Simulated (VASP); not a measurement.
# Nb (Immm) in VASP: single point with r2SCAN

Aim: the single point of Nb with r2SCAN.

Program: VASP 6.6.1. These are calculated values, not measurements. Logs are shortened: lines on timing, memory, paths and dates and some standing lists are left out, and cuts for length are marked.

**1. The cell of the first run**

It takes space group Immm (No. 71, orthorhombic). Conventional cell: a = 2.842 Å, b = 3.141 Å, c = 4.230 Å, α = 90.00°, β = 90.00°, γ = 90.00°. Within 3.7 Å of Nb (site symmetry mmm) lie 12 Nb at 2.84 to 3.14 Å.

**2. Single point, r2SCAN (strain -0.1000 x Voigt [0, 0, 0, 0, 0, 1])**

File POSCAR:

```
Nb
1.0
   -0.1057500000      2.1150000000      2.1150000000
    2.1150000000     -0.1057500000      2.1150000000
    2.0092500000      2.0092500000      0.0000000000
Nb
1
Direct
    0.0000000000      0.0000000000      0.0000000000
```

File INCAR.step1:

```
SYSTEM = Nb
  PREC = Accurate
  ENCUT = 520
  ISMEAR = 0
  SIGMA = 0.15
  LREAL = .False.
  LASPH = .True.
  NELM = 80
  NBANDS = 12
  GGA = PE
  ALGO = Normal
  EDIFF = 1E-4
  LWAVE = .True.
  LCHARG = .False.
```

File INCAR.step2:

```
SYSTEM = Nb
  PREC = Accurate
  ENCUT = 520
  EDIFF = 1E-7
  ISMEAR = 0
  SIGMA = 0.15
  LREAL = .False.
  LASPH = .True.
  NELM = 80
  ALGO = Normal
  ISIF = 2
  LWAVE = .False.
  LCHARG = .True.
  METAGGA = R2SCAN
  LMIXTAU = .True.
  LELF = .True.
  LVHAR = .True.
  NBANDS = 12
  ISTART = 1
```

File KPOINTS:

```
Automatic mesh
0
Gamma
  20 20 20
  0 0 0
```

Potentials or basis: VASP PAW PBE potentials, release 64 (Nb_sv).

The run is started by

```console
$ cat potpaw_PBE.64/Nb_sv/POTCAR > POTCAR
$ cp INCAR.step1 INCAR
$ mpirun -np 1 vasp_std > vasp.out
$ cp INCAR.step2 INCAR
$ mpirun -np 1 vasp_std > vasp.out
```

OUTCAR:

```text
SYSTEM = Nb
   PREC = Accurate
   ENCUT = 520
   EDIFF = 1E-7
   ISMEAR = 0
   LREAL = .False.
   LASPH = .True.
   NELM = 80
   ISIF = 2
   METAGGA = R2SCAN
   ISTART = 1

 ion  position               nearest neighbor table
   1  0.000  0.000  0.000-

  LATTYP: Found a body centered orthorhombic cell.
 ALAT       =     2.8415086002
 B/A-ratio  =     1.1052631579
 C/A-ratio  =     1.4886458551

  Lattice vectors:

 A1 = (   0.1057500000,  -2.1150000000,  -2.1150000000)
 A2 = (  -0.1057500000,   2.1150000000,  -2.1150000000)
 A3 = (   2.1150000000,  -0.1057500000,   2.1150000000)

Analysis of symmetry for initial positions (statically):
=====================================================================
 Subroutine PRICEL returns:
 Original cell was already a primitive cell.

 Routine SETGRP: Setting up the symmetry group for a
 body centered orthorhombic supercell.

 Subroutine GETGRP returns: Found  8 space group operations
 (whereof  8 operations were pure point group operations)
 out of a pool of  8 trial point group operations.

The static configuration has the point symmetry D_2h.

Analysis of symmetry for dynamics (positions and initial velocities):
=====================================================================
 Subroutine PRICEL returns:
 Original cell was already a primitive cell.

 Routine SETGRP: Setting up the symmetry group for a
 body centered orthorhombic supercell.

 Subroutine GETGRP returns: Found  8 space group operations
 (whereof  8 operations were pure point group operations)
 out of a pool of  8 trial point group operations.

The dynamic configuration has the point symmetry D_2h.

 Subroutine INISYM returns: Found  8 space group operations
 (whereof  8 operations are pure point group operations),
 and found     1 'primitive' translations

----------------------------------------------------------------------------------------

                                     Primitive cell

  volume of cell :      18.8744

  direct lattice vectors                    reciprocal lattice vectors
    -0.105750000  2.115000000  2.115000000    -0.225149161  0.225149161  0.236406619
     2.115000000 -0.105750000  2.115000000     0.225149161 -0.225149161  0.236406619
     2.009250000  2.009250000  0.000000000     0.248849073  0.248849073 -0.236406619

  length of vectors
     2.992930514  2.992930514  2.841508600     0.396575818  0.396575818  0.423957323

  position of ions in fractional coordinates (direct lattice)
     0.000000000  0.000000000  0.000000000

  ion indices of the primitive-cell ions
   primitive index   ion index
                 1           1

----------------------------------------------------------------------------------------

 KPOINTS: Automatic mesh

Automatic generation of k-mesh.
 Grid dimensions read from file:
 generate k-points for:   20   20   20

 Generating k-lattice:

  Cartesian coordinates                     Fractional coordinates (reciprocal lattice)
    -0.011257458  0.011257458  0.011820331     0.050000000  0.000000000  0.000000000
     0.011257458 -0.011257458  0.011820331     0.000000000  0.050000000  0.000000000
     0.012442454  0.012442454 -0.011820331     0.000000000  0.000000000  0.050000000

  Length of vectors
     0.019828791  0.019828791  0.021197866

  Shift w.r.t. Gamma in fractional coordinates (k-lattice)
     0.000000000  0.000000000  0.000000000

 Subroutine IBZKPT returns following result:
 ===========================================

 Found   1166 irreducible k-points:

 Following reciprocal coordinates:
            Coordinates               Weight
  0.000000  0.000000  0.000000      1.000000
  0.050000  0.000000  0.000000      4.000000
  0.100000 -0.000000  0.000000      4.000000
  0.150000 -0.000000  0.000000      4.000000
  0.200000 -0.000000  0.000000      4.000000
  0.250000 -0.000000  0.000000      4.000000
[... 16 lines left out ...]
 -0.400000  0.050000  0.000000      4.000000
 -0.350000  0.050000  0.000000      4.000000
 [... further k-points ...]
   k-points           NKPTS =   1166   k-points in BZ     NKDIM =   1166   number of bands    NBANDS=     12
   number of dos      NEDOS =    301   number of ions     NIONS =      1
   total plane-waves  NPLWV =  13824
   dimension x,y,z NGX =    24 NGY =   24 NGZ =   24
   dimension x,y,z NGXF=    48 NGYF=   48 NGZF=   48
   ions per type =               1
   NGX,Y,Z   is equivalent  to a cutoff of  13.33, 13.33, 14.04 a.u.
   NGXF,Y,Z  is equivalent  to a cutoff of  26.66, 26.66, 28.08 a.u.
 SYSTEM =  Nb
   PREC   = accura    normal or accurate (medium, high low for compatibility)
   ISTART =      1    job   : 0-new  1-cont  2-samecut
   ICHARG =      0    charge: 1-file 2-atom 10-const
   ISPIN  =      1    spin polarized calculation?
   LNONCOLLINEAR =      F non collinear calculations
   LSORBIT =      F    spin-orbit coupling
   LASPH  =      T    aspherical Exc in radial PAW
   ENCUT  =  520.0 eV  38.22 Ry    6.18 a.u.   5.56  5.56  5.28*2*pi/ulx,y,z
   NELM   =     80;   NELMIN=  2; NELMDL=  0     # of ELM steps
   EDIFF  = 0.1E-06   stopping-criterion for ELM
   LREAL  =      F    real-space projection
   EDIFFG = 0.1E-05   stopping-criterion for IOM
   NSW    =      0    number of steps for IOM
   IBRION =     -1    ionic relax: 0-MD 1-quasi-New 2-CG
   NFREE  =      0    steps in history (QN), initial steepest desc. (CG)
   ISIF   =      2    stress and relaxation
   ISYM   =      2    0-nonsym 1-usesym 2-fastsym
   POTIM  = 0.5000    time-step for ionic-motion
   TEBEG  =    0.0;   TEEND  =   0.0 temperature during run
   PSTRESS=    0.0 pullay stress
   NELECT =      13.0000    total number of electrons
   NUPDOWN=      -1.0000    fix difference up-down
   EMIN   =  10.00;   EMAX   =-10.00  energy-range for DOS
   EFERMI =   0.00;   METHOD = LEGACY
   ISMEAR =     0;   SIGMA  =   0.15  broadening in eV -4-tet -1-fermi 0-gaus
   EFERMI_NEDOS =   21; number of points for ismear=-14 and -15
   IALGO  =     38    algorithm
   IMIX   =      4    mixing-type and parameters
     AMIX     =   0.40;   BMIX     =  1.00
     AMIX_MAG =   1.60;   BMIX_MAG =  1.00
  volume/ion in A,a.u.               =      18.87       127.37
  Fermi-wavevector in a.u.,A,eV,Ry     =   1.445766  2.732101 28.439424  2.090239
  Thomas-Fermi vector in A             =   2.563911
   LORBIT       =      0    0 simple, 1 ext, 2 COOP (PROOUT), +10 PAW based schemes
   METAGGA = R2SCAN    functional components
   LHFCALC =     F    Hartree Fock is set to
   AEXX    =    0.0000 exact exchange contribution
   IVDW    =     0    specifies the selected vdW correction
   LEPSILON=     F    determine dielectric tensor
   LRPA    =     F    only Hartree local field effects (RPA)
 non-spin polarized calculation
 Gauss-broadening in eV      SIGMA  =   0.15
  energy-cutoff  :      520.00
  volume of cell :       18.87
 maximum number of plane-waves:       525
   NGX = 11   NGY = 11   NGZ = 11

 number of electron      13.0000000 magnetization

 Free energy of the ion-electron system (eV)
  ---------------------------------------------------
  ext. energy  EPLUGINS =         0.00000000
  ---------------------------------------------------
  free energy    TOTEN  =       -24.53559395 eV

  energy without entropy =      -24.51789265  energy(sigma->0) =      -24.52674330

 E-fermi :  10.8261     XC(G=0): -13.3384

 val. band max:       10.8256264758   @ k =  -0.1000   0.1000   0.0000
 cond. band min:      10.8272764480   @ k =   0.2000   0.2000   0.1500
 fundamental gap:      0.0016499721
 Fermi energy:        10.8260829511

 k-point     1 :       0.0000    0.0000    0.0000
  band No.  band energies     occupation
      1     -45.7092      2.00000
      2     -20.4622      2.00000
      3     -20.3649      2.00000
      4     -20.1952      2.00000
      5       4.3093      2.00000
      6      10.2470      2.00000
      7      10.7998      1.19576
      8      11.9327      0.00000
      9      13.9635      0.00000
     10      13.9891      0.00000
     11      23.1159      0.00000
     12      27.2297      0.00000

 k-point     2 :       0.0500    0.0000    0.0000
  band No.  band energies     occupation
      1     -45.7050      2.00000
      2     -20.4818      2.00000
      3     -20.3772      2.00000
      4     -20.1990      2.00000
      5       4.4004      2.00000
      6      10.2329      2.00000
      7      10.7817      1.32452
      8      11.9714      0.00000
      9      13.9444      0.00000
     10      13.9553      0.00000
     11      23.2895      0.00000
     12      27.0392      0.00000

 k-point     3 :       0.1000   -0.0000    0.0000
  band No.  band energies     occupation
      1     -45.6928      2.00000
      2     -20.5531      2.00000
      3     -20.3979      2.00000
      4     -20.2099      2.00000
      5       4.6648      2.00000
      6      10.1640      2.00000
      7      10.7636      1.44414
      8      12.0729      0.00000
      9      13.8745      0.00000
     10      13.9064      0.00000
     11      23.7777      0.00000
     12      26.3871      0.00000
[... 286 lines left out ...]
 k-point    23 :      -0.4000    0.0500    0.0000
  band No.  band energies     occupation
      1     -45.5452      2.00000
      2     -21.4817      2.00000
      3     -20.5078      2.00000
      4     -20.3343      2.00000
      5       6.9097      2.00000
      6      10.3374      2.00000
      7      11.1375      0.00333
      8      11.8901      0.00000
      9      15.2376      0.00000
     10      15.6008      0.00000
     11      21.6975      0.00000
     12      23.9871      0.00000

 k-point    24 :      -0.3500    0.0500    0.0000
  band No.  band energies     occupation
      1     -45.5632      2.00000
      2     -21.3704      2.00000
      3     -20.5039      2.00000
      4     -20.3164      2.00000
      5       6.8447      2.00000
      6      10.3729      1.99998
      7      10.6677      1.86456
      8      11.9905      0.00000
      9      14.9912      0.00000
     10      15.1290      0.00000
     11      22.2535      0.00000
     12      24.6853      0.00000

 [... further k-points ...]

------------------------ aborting loop because EDIFF is reached ----------------------------------------

  FORCE on cell =-STRESS in cart. coord.  units (eV):
  Direction    XX          YY          ZZ          XY          YZ          ZX
  --------------------------------------------------------------------------------------
  -------------------------------------------------------------------------------------
  Total       -0.3534951     -0.3534951     -0.2416522     -0.3114516      0.0000000      0.0000000
  in kB      -30.0068181    -30.0068181    -20.5129149    -26.4379075      0.0000000      0.0000000
  external PRESSURE =     -26.8421837 kB  Pullay stress =       0.0000000 kB

 VOLUME and BASIS-vectors are now :
 -----------------------------------------------------------------------------
  energy-cutoff  :      520.00
  volume of cell :       18.87
      direct lattice vectors                 reciprocal lattice vectors
    -0.105750000  2.115000000  2.115000000    -0.225149161  0.225149161  0.236406619
     2.115000000 -0.105750000  2.115000000     0.225149161 -0.225149161  0.236406619
     2.009250000  2.009250000  0.000000000     0.248849073  0.248849073 -0.236406619

 POSITION                                       TOTAL-FORCE (eV/Angst)
 -----------------------------------------------------------------------------------
      0.00000      0.00000      0.00000         0.000000      0.000000      0.000000
 -----------------------------------------------------------------------------------
    total drift:                                0.000000      0.000000      0.000000

  FREE ENERGIE OF THE ION-ELECTRON SYSTEM (eV)
  ---------------------------------------------------
  free  energy   TOTEN  =       -24.5355939529 eV

  energy  without entropy=      -24.5178926454  energy(sigma->0) =      -24.52674330
```

It took 5.4 min on 1 thread of Intel Xeon 6975P-C (Granite Rapids), shared host; peak memory 0.36 GiB.

Results:

| Quantity | Value |
| --- | --- |
| Free energy | -24.5356 eV |
| Pressure | -2.7 GPa |
| Band gap on the k mesh | zero (an odd number of electrons rules out a gap without spin polarisation) |

Stress tensor (GPa, compression positive):
```
-3.00 -2.64  0.00
-2.64 -3.00  0.00
 0.00  0.00 -2.05
```

Levels at points of the mesh, in eV from the Fermi level:
| k point | band 4 | band 5 | band 6 | band 7 | band 8 | band 9 |
| --- | --- | --- | --- | --- | --- | --- |
| (0.00, 0.00, 0.00) | -31.02 | -6.52 | -0.58 | -0.03 | 1.11 | 3.14 |
| (0.50, 0.00, 0.00) | -31.17 | -3.98 | -0.43 | 0.83 | 0.93 | 4.36 |
| (0.50, 0.50, 0.00) | -31.39 | -4.14 | -3.44 | 3.66 | 5.09 | 5.46 |
| (0.00, 0.00, 0.50) | -31.39 | -3.94 | -0.68 | 0.57 | 1.83 | 4.66 |
| (0.50, 0.00, 0.50) | -31.61 | -4.13 | -3.42 | 3.73 | 4.69 | 5.39 |

Caveat: the cell differs from its parent crystal (strain -0.1000 x Voigt [0, 0, 0, 0, 0, 1]); the PAW data sets were made with another functional, which shifts forces and pressure a little.
